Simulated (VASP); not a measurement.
**Ta: single point with RPBE**

The system is Ta.

```
Ta
1.0
     2.79650    0.00000    0.00000
     0.00000    2.79650    0.00000
     0.00000    0.00000    2.79650
Ta
1
Direct
  0.00000 0.00000 0.00000
```

This cell differs from its parent crystal: volume scaled by 1.04.

- Program: VASP 6.6.1
- Task: single point
- Functional: RPBE
- Potentials or basis: VASP PAW PBE potentials, release 64 (Ta_pv)
- Cutoff: 520 eV
- k mesh: 13 × 13 × 13
- Occupations: fermi-dirac, width 0.1 eV
- Spin: no spin polarisation
- Dipole correction: no
- Further INCAR settings: ALGO = Normal; EDIFF = 1e-06; NBANDS = 12

The pressure is -4.9 GPa.

Levels at points of the mesh, in eV from the Fermi level:
```tsv
k point	band 4	band 5	band 6	band 7	band 8	band 9
(0.00, 0.00, 0.00)	-7.05	-2.41	-2.41	5.70	5.70	5.70
```

Wall time 23 s on 1 thread of Intel Xeon 8259CL, on a shared host, peak memory 0.15 GiB.

Caveat: the PAW data sets were made with another functional, which shifts forces and pressure a little; spin-orbit coupling is left out, which moves the levels of the heavy elements.
